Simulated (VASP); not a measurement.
The system is BN.

```
B N
1.0
     0.00000    1.80750    1.80750
     1.80750    0.00000    1.80750
     1.80750    1.80750    0.00000
B N
1 1
Direct
  0.00000 0.00000 0.00000
  0.75000 0.75000 0.75000
```

Base run:

```yaml
Program: VASP 6.6.1
Functional: r2SCAN
Potentials_or_basis: VASP PAW PBE potentials, release 64 (B, N)
Cutoff: 520 eV
k_mesh: 11 × 11 × 11
Occupations: fermi-dirac, width 0.02 eV
Spin: no spin polarisation
```

Its results: band gap on the k mesh 5.08 eV, indirect (least direct gap 9.53 eV); pressure -0.6 GPa.

**Question.** The run is repeated on the same cell with these changes: functional from r2SCAN to PBE. What comes out?

**Answer.** Band gap on the k mesh 4.56 eV, indirect (least direct gap 8.82 eV); pressure 3.3 GPa.

r2SCAN gives the wider gap, since meta-GGAs in the generalised Kohn-Sham scheme recover part of the derivative discontinuity.

Caveats: the PAW data sets were made with another functional, which shifts forces and pressure a little (some runs).

A k mesh can miss the band edges.
